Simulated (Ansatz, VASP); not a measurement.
# One calculation of LiF, two programs

INCAR

```
SYSTEM = LiF
PREC = Accurate
ENCUT = 520
EDIFF = 1E-6
ISMEAR = 0
SIGMA = 0.05
LREAL = .False.
LASPH = .True.
NELM = 80
ALGO = Normal
ISIF = 2
LWAVE = .False.
LCHARG = .True.
LELF = .True.
LVHAR = .True.
NBANDS = 18
```

Contents of KPOINTS:

```
regular mesh
0
Gamma
  9 9 6
  0 0 0
```

Contents of POSCAR:

```
LiF
1.0
    3.0120844973      0.0000000000      0.0000000000
   -1.5060422487      2.6085416930      0.0000000000
    0.0000000000      0.0000000000      4.4133062055
Li F
2 2
Direct
    0.3333333333      0.6666666667      0.3839784076
    0.6666666667      0.3333333333      0.8839784076
    0.3333333333      0.6666666667      0.9910195924
    0.6666666667      0.3333333333      0.4910195924
```

Input for Ansatz:

```yaml
crystal:
  lattice:
    - [3.0120844973, 0.0, 0.0]
    - [-1.5060422487, 2.608541693, 0.0]
    - [0.0, 0.0, 4.4133062055]
  atoms:
    - { symbol: Li, position: [0.3333333333, 0.6666666667, 0.3839784076] }
    - { symbol: Li, position: [0.6666666667, 0.3333333333, 0.8839784076] }
    - { symbol: F, position: [0.3333333333, 0.6666666667, 0.9910195924] }
    - { symbol: F, position: [0.6666666667, 0.3333333333, 0.4910195924] }
basis:
  ecutwfc: 520.0
kpoints:
  mp_grid: { grid: [9, 9, 6] }
hamiltonian:
  xc: lda
scf:
  occupations: { method: gaussian, width: 0.05 }
output:
  forces: true
  stress: true
  eigenvalues: true
  write_density: true
  write_potential: true
  elf: true
  volumetric_format: npy
```

Alike in both runs: task single point; functional LDA; k mesh 9 × 9 × 6; occupations gaussian, width 0.05 eV; no spin polarisation.

```csv
,VASP,Ansatz
version,VASP 6.6.1,Ansatz 0.2.0
potentials or method,"VASP PAW LDA potentials, release 64 (Li_sv, F), cutoff 520 eV","scalar-relativistic, plane waves, PAW"
valence electrons in the cell,20,20
```

|  | VASP | Ansatz | Ansatz less VASP |
| --- | --- | --- | --- |
| gap on the k mesh at the Fermi level (eV) | 8.14 | 8.15 | +0.017 |
| least direct gap on the mesh (eV) | 8.14 | 8.15 | +0.017 |
| rms of the force components (eV/Å) | 0.209 | 0.205 | -0.0044 |

LDA's correlation is that of Perdew and Zunger in VASP and of Perdew and Wang (1992) in Ansatz. Atom by atom the forces differ by 0.004 eV/Å (rms over components).

Noted on VASP's run: the cutoff is short for stress, so the pressure is rough.
